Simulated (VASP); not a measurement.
# TePb (Fm-3m) in VASP: notebook

Runs on TePb. Level: r2SCAN. Tasks: relaxation of cell and atoms.

Everything below comes from runs of VASP 6.6.1. Logs are shortened: lines on timing, memory, paths and dates and some standing lists are left out, and cuts for length are marked.

## 1. The cell of the first run

The structure is cubic, space group Fm-3m (No. 225). Conventional cell: a = 6.462 Å, b = 6.462 Å, c = 6.462 Å, α = 90.00°, β = 90.00°, γ = 90.00°. Te (site symmetry m-3m) has 6 Pb at 3.23 Å within 4.3 Å. Pb (site symmetry m-3m) has 6 Te at 3.23 Å within 4.3 Å.

## 2. Relaxation of cell and atoms, r2SCAN, target pressure 4 GPa, at which the enthalpy is minimised

Contents of POSCAR:

```
TePb
1.0
    4.5693240000      0.0000000000      0.0000000000
    2.2846620000      3.9571506621      0.0000000000
    2.2846620000      1.3190502207      3.7308374232
Te Pb
1 1
Direct
    0.5000000000      0.5000000000      0.5000000000
    0.0000000000      0.0000000000      0.0000000000
```

Contents of INCAR.step1:

```
PREC = Accurate
ENCUT = 600
ISMEAR = -1
SIGMA = 0.01
LREAL = F
LASPH = T
NELM = 60
GGA = PE
ALGO = Normal
EDIFF = 1E-4
LWAVE = T
LCHARG = F
```

Contents of INCAR.step2:

```
PREC = Accurate
ENCUT = 600
EDIFF = 1E-6
ISMEAR = -1
SIGMA = 0.01
LREAL = F
LASPH = T
NELM = 60
ALGO = Normal
ISIF = 3
LWAVE = F
LCHARG = F
METAGGA = R2SCAN
LMIXTAU = T
IBRION = 2
NSW = 80
EDIFFG = -0.05
PSTRESS = 40.0
ISTART = 1
```

Contents of KPOINTS:

```
Automatic mesh
0
Gamma
  4 4 4
```

Potentials or basis: VASP PAW PBE potentials, release 64 (Te, Pb_d).

Started as:

```bash
$ cat potpaw_PBE.64/Te/POTCAR potpaw_PBE.64/Pb_d/POTCAR > POTCAR
$ cp INCAR.step1 INCAR
$ mpirun -np 1 vasp_std > vasp.out
$ cp INCAR.step2 INCAR
$ mpirun -np 1 vasp_std > vasp.out
```

OUTCAR:

```text
PREC = Accurate
   ENCUT = 600
   EDIFF = 1E-6
   ISMEAR = -1
   LREAL = F
   LASPH = T
   NELM = 60
   ISIF = 3
   METAGGA = R2SCAN
   IBRION = 2
   NSW = 80
   EDIFFG = -0.05
   PSTRESS = 40.0
   ISTART = 1

 ion  position               nearest neighbor table
   1  0.500  0.500  0.500-   2 3.23   2 3.23   2 3.23   2 3.23   2 3.23   2 3.23
   2  0.000  0.000  0.000-   1 3.23   1 3.23   1 3.23   1 3.23   1 3.23   1 3.23

  LATTYP: Found a face centered cubic cell.
 ALAT       =     6.4619999717

  Lattice vectors:

 A1 = (   4.5693240000,   0.0000000000,   0.0000000000)
 A2 = (   2.2846620000,   3.9571506621,   0.0000000000)
 A3 = (   2.2846620000,   1.3190502207,   3.7308374232)

Analysis of symmetry for initial positions (statically):
=====================================================================
 Subroutine PRICEL returns:
 Original cell was already a primitive cell.

 Routine SETGRP: Setting up the symmetry group for a
 face centered cubic supercell.

 Subroutine GETGRP returns: Found 48 space group operations
 (whereof 48 operations were pure point group operations)
 out of a pool of 48 trial point group operations.

The static configuration has the point symmetry O_h .

Analysis of symmetry for dynamics (positions and initial velocities):
=====================================================================
 Subroutine PRICEL returns:
 Original cell was already a primitive cell.

 Routine SETGRP: Setting up the symmetry group for a
 face centered cubic supercell.

 Subroutine GETGRP returns: Found 48 space group operations
 (whereof 48 operations were pure point group operations)
 out of a pool of 48 trial point group operations.

The dynamic configuration has the point symmetry O_h .

 Subroutine INISYM returns: Found 48 space group operations
 (whereof 48 operations are pure point group operations),
 and found     1 'primitive' translations

----------------------------------------------------------------------------------------

                                     Primitive cell

  volume of cell :      67.4591

  direct lattice vectors                    reciprocal lattice vectors
     4.569324000  0.000000000  0.000000000     0.218850753 -0.126353541 -0.089345446
     2.284662000  3.957150662  0.000000000     0.000000000  0.252707083 -0.089345446
     2.284662000  1.319050221  3.730837423     0.000000000  0.000000000  0.268036338

  length of vectors
     4.569324000  4.569324000  4.569324000     0.268036338  0.268036338  0.268036338

  position of ions in fractional coordinates (direct lattice)
     0.500000000  0.500000000  0.500000000
     0.000000000  0.000000000  0.000000000

  ion indices of the primitive-cell ions
   primitive index   ion index
                 1           1
                 2           2

----------------------------------------------------------------------------------------

 KPOINTS: Automatic mesh

Automatic generation of k-mesh.
 Grid dimensions read from file:
 generate k-points for:    4    4    4

 Generating k-lattice:

  Cartesian coordinates                     Fractional coordinates (reciprocal lattice)
     0.054712688 -0.031588385 -0.022336361     0.250000000  0.000000000  0.000000000
     0.000000000  0.063176771 -0.022336361     0.000000000  0.250000000  0.000000000
     0.000000000  0.000000000  0.067009084     0.000000000  0.000000000  0.250000000

  Length of vectors
     0.067009084  0.067009084  0.067009084

  Shift w.r.t. Gamma in fractional coordinates (k-lattice)
     0.000000000  0.000000000  0.000000000

 Subroutine IBZKPT returns following result:
 ===========================================

 Found      8 irreducible k-points:

 Following reciprocal coordinates:
            Coordinates               Weight
  0.000000  0.000000  0.000000      1.000000
  0.250000  0.000000 -0.000000      8.000000
  0.500000  0.000000 -0.000000      4.000000
  0.250000  0.250000 -0.000000      6.000000
  0.500000  0.250000 -0.000000     24.000000
 -0.250000  0.250000  0.000000     12.000000
  0.500000  0.500000 -0.000000      3.000000
 -0.250000  0.500000  0.250000      6.000000
   k-points           NKPTS =      8   k-points in BZ     NKDIM =      8   number of bands    NBANDS=     14
   number of dos      NEDOS =    301   number of ions     NIONS =      2
   total plane-waves  NPLWV =  64000
   dimension x,y,z NGX =    40 NGY =   40 NGZ =   40
   dimension x,y,z NGXF=    80 NGYF=   80 NGZF=   80
   ions per type =               1   1
   NGX,Y,Z   is equivalent  to a cutoff of  14.55, 14.55, 14.55 a.u.
   NGXF,Y,Z  is equivalent  to a cutoff of  29.11, 29.11, 29.11 a.u.
 SYSTEM =  unknown system
   PREC   = accura    normal or accurate (medium, high low for compatibility)
   ISTART =      1    job   : 0-new  1-cont  2-samecut
   ICHARG =      0    charge: 1-file 2-atom 10-const
   ISPIN  =      1    spin polarized calculation?
   LNONCOLLINEAR =      F non collinear calculations
   LSORBIT =      F    spin-orbit coupling
   LASPH  =      T    aspherical Exc in radial PAW
   ENCUT  =  600.0 eV  44.10 Ry    6.64 a.u.   9.13  9.13  9.13*2*pi/ulx,y,z
   NELM   =     60;   NELMIN=  2; NELMDL=  0     # of ELM steps
   EDIFF  = 0.1E-05   stopping-criterion for ELM
   LREAL  =      F    real-space projection
   EDIFFG = -.5E-01   stopping-criterion for IOM
   NSW    =     80    number of steps for IOM
   IBRION =      2    ionic relax: 0-MD 1-quasi-New 2-CG
   NFREE  =      1    steps in history (QN), initial steepest desc. (CG)
   ISIF   =      3    stress and relaxation
   ISYM   =      2    0-nonsym 1-usesym 2-fastsym
   POTIM  = 0.5000    time-step for ionic-motion
   TEBEG  =    0.0;   TEEND  =   0.0 temperature during run
   PSTRESS=   40.0 pullay stress
   NELECT =      20.0000    total number of electrons
   NUPDOWN=      -1.0000    fix difference up-down
   EMIN   =  10.00;   EMAX   =-10.00  energy-range for DOS
   EFERMI =   0.00;   METHOD = LEGACY
   ISMEAR =    -1;   SIGMA  =   0.01  broadening in eV -4-tet -1-fermi 0-gaus
   EFERMI_NEDOS =   21; number of points for ismear=-14 and -15
   IALGO  =     38    algorithm
   IMIX   =      4    mixing-type and parameters
     AMIX     =   0.40;   BMIX     =  1.00
     AMIX_MAG =   1.60;   BMIX_MAG =  1.00
  volume/ion in A,a.u.               =      33.73       227.62
  Fermi-wavevector in a.u.,A,eV,Ry     =   1.091619  2.062861 16.213147  1.191633
  Thomas-Fermi vector in A             =   2.227868
   LORBIT       =      0    0 simple, 1 ext, 2 COOP (PROOUT), +10 PAW based schemes
   METAGGA = R2SCAN    functional components
   LHFCALC =     F    Hartree Fock is set to
   AEXX    =    0.0000 exact exchange contribution
   IVDW    =     0    specifies the selected vdW correction
   LEPSILON=     F    determine dielectric tensor
   LRPA    =     F    only Hartree local field effects (RPA)
 conjugate gradient relaxation of ions
 non-spin polarized calculation
  energy-cutoff  :      600.00
  volume of cell :       67.46
 maximum number of plane-waves:      2272
 NGX is ok and might be reduce to    40
   NGX = 19   NGY = 19   NGZ = 19

--------------------------------------- Ionic step        1  -------------------------------------------

 number of electron      19.9999998 magnetization

 Free energy of the ion-electron system (eV)
  ---------------------------------------------------
  ext. energy  EPLUGINS =         0.00000000
  ---------------------------------------------------
  free energy    TOTEN  =       -82.68540932 eV

  energy without entropy =      -82.68540932  energy(sigma->0) =      -82.68540932

 E-fermi :   5.7271     XC(G=0):  -9.8170

 val. band max:        5.5156333532   @ k =   0.5000   0.0000  -0.0000
 cond. band min:       6.5380756953   @ k =   0.5000   0.0000  -0.0000
 fundamental gap:      1.0224423420
 Fermi energy:         5.7270981937

 k-point     1 :       0.0000    0.0000    0.0000
  band No.  band energies     occupation
      1     -11.8697      2.00000
      2     -11.8697      2.00000
      3     -11.8572      2.00000
      4     -11.8572      2.00000
      5     -11.8572      2.00000
      6      -7.0062      2.00000
      7      -0.1226      2.00000
      8       4.0158      2.00000
      9       4.0158      2.00000
     10       4.0158      2.00000
     11       9.8616      0.00000
     12       9.8616      0.00000
     13       9.8616      0.00000
     14      11.6913      0.00000

 k-point     2 :       0.2500    0.0000   -0.0000
  band No.  band energies     occupation
      1     -11.8775      2.00000
      2     -11.8775      2.00000
      3     -11.8560      2.00000
      4     -11.8491      2.00000
      5     -11.8491      2.00000
      6      -6.4598      2.00000
      7      -1.6931      2.00000
      8       4.1919      2.00000
      9       4.1919      2.00000
     10       4.8389      2.00000
     11       7.9038      0.00000
     12       8.1505      0.00000
     13       8.1505      0.00000
     14      11.8659      0.00000
[... 151 lines left out ...]
 VOLUME and BASIS-vectors are now :
 -----------------------------------------------------------------------------
  energy-cutoff  :      600.00
  volume of cell :       62.66
      direct lattice vectors                 reciprocal lattice vectors
     4.458332822 -0.000000000  0.000000000     0.224299091 -0.129499141 -0.091569721
     2.229166411  3.861029482  0.000000000     0.000000000  0.258998281 -0.091569721
     2.229166411  1.287009827  3.640213506    -0.000000000 -0.000000000  0.274709162

 POSITION                                       TOTAL-FORCE (eV/Angst)
 -----------------------------------------------------------------------------------
      4.45833      2.57402      1.82011        -0.000000      0.000000      0.000000
      2.22917      3.86103      0.00000         0.000000     -0.000000      0.000000
 -----------------------------------------------------------------------------------
    total drift:                               -0.000000      0.000000      0.000000

  FREE ENERGIE OF THE ION-ELECTRON SYSTEM (eV)
  ---------------------------------------------------
  free  energy   TOTEN  =       -82.5769751371 eV

  energy  without entropy=      -82.5769751371  energy(sigma->0) =      -82.57697514

  enthalpy is  TOTEN    =       -81.0125605040 eV   P V=        1.5644146332

--------------------------------------- Ionic step        3  -------------------------------------------

 number of electron      20.0000002 magnetization

 Free energy of the ion-electron system (eV)
  ---------------------------------------------------
  ext. energy  EPLUGINS =         0.00000000
  ---------------------------------------------------
  free energy    TOTEN  =       -82.63577560 eV

  energy without entropy =      -82.63577560  energy(sigma->0) =      -82.63577560

 E-fermi :   6.4161     XC(G=0): -10.0306

 val. band max:        6.1264916798   @ k =   0.5000   0.0000  -0.0000
 cond. band min:       7.0435770364   @ k =   0.5000   0.0000  -0.0000
 fundamental gap:      0.9170853566
 Fermi energy:         6.4160773324

 k-point     1 :       0.0000    0.0000    0.0000
  band No.  band energies     occupation
      1     -11.3623      2.00000
      2     -11.3623      2.00000
      3     -11.3455      2.00000
      4     -11.3455      2.00000
      5     -11.3455      2.00000
      6      -6.8124      2.00000
      7       0.5932      2.00000
      8       4.4201      2.00000
      9       4.4201      2.00000
     10       4.4201      2.00000
     11      10.4962      0.00000
     12      10.4962      0.00000
     13      10.4962      0.00000
     14      12.1706      0.00000

 k-point     2 :       0.2500    0.0000   -0.0000
  band No.  band energies     occupation
      1     -11.3721      2.00000
      2     -11.3721      2.00000
      3     -11.3442      2.00000
      4     -11.3358      2.00000
      5     -11.3358      2.00000
      6      -6.2304      2.00000
      7      -1.1915      2.00000
      8       4.6083      2.00000
      9       4.6083      2.00000
     10       5.3886      2.00000
     11       8.4643      0.00000
     12       8.6807      0.00000
     13       8.6807      0.00000
     14      12.3736      0.00000
[... 113 lines left out ...]
 VOLUME and BASIS-vectors are now :
 -----------------------------------------------------------------------------
  energy-cutoff  :      600.00
  volume of cell :       64.57
      direct lattice vectors                 reciprocal lattice vectors
     4.503200803 -0.000000000  0.000000000     0.222064270 -0.128208866 -0.090657359
     2.251600401  3.899886293  0.000000000     0.000000000  0.256417732 -0.090657359
     2.251600401  1.299962098  3.676848059    -0.000000000 -0.000000000  0.271972076

 POSITION                                       TOTAL-FORCE (eV/Angst)
 -----------------------------------------------------------------------------------
      4.50320      2.59992      1.83842         0.000000      0.000000      0.000000
      2.25160      1.29996      3.67685        -0.000000     -0.000000      0.000000
 -----------------------------------------------------------------------------------
    total drift:                               -0.000000      0.000000      0.000000

  FREE ENERGIE OF THE ION-ELECTRON SYSTEM (eV)
  ---------------------------------------------------
  free  energy   TOTEN  =       -82.6357755966 eV

  energy  without entropy=      -82.6357755966  energy(sigma->0) =      -82.63577560

  enthalpy is  TOTEN    =       -81.0236519425 eV   P V=        1.6121236541

 reached required accuracy - stopping structural energy minimisation
```

It took 4.1 min on 1 thread of AMD EPYC 7R13, shared host; peak memory 0.23 GiB.

What came out:

* Free energy: -82.6358 eV
* Relaxed volume: 32.29 Å³/atom
* Relaxed cell: a = 4.503 Å, b = 4.503 Å, c = 4.503 Å, α = 60.00°, β = 60.00°, γ = 60.00°
* Space group after relaxing (to 0.1 Å): Fm-3m (No. 225)
* Energy change on relaxing (the run minimises the enthalpy): +24.8 meV/atom
* Ionic steps: 3
* Pressure after relaxing: 4.0 GPa
* Band gap on the k mesh: 0.92 eV

Step by step:
```
step  energy change (eV)  largest force (eV/Å)  pressure (GPa)  volume (Å³)
   1              0.0000                0.0000            1.61        67.46
   2              0.1084                0.0000            5.93        62.66
   3              0.0496                0.0000            4.00        64.57
```

Final structure:
```yaml
crystal:
  lattice:
    - [4.50320, 0.00000, 0.00000]
    - [2.25160, 3.89989, 0.00000]
    - [2.25160, 1.29996, 3.67685]
  atoms:
    - { symbol: Te, position: [0.50000, 0.50000, 0.50000] }
    - { symbol: Pb, position: [0.00000, 0.00000, 0.00000] }
```

Caveat: the k points lie up to 0.43 Å⁻¹ apart in the final cell; the cell is relaxed towards a set pressure, so the run minimises the enthalpy, not the energy; the PAW data sets were made with another functional, which shifts forces and pressure a little; spin-orbit coupling is left out, which moves the levels of the heavy elements.

[end of part 1 of 3]
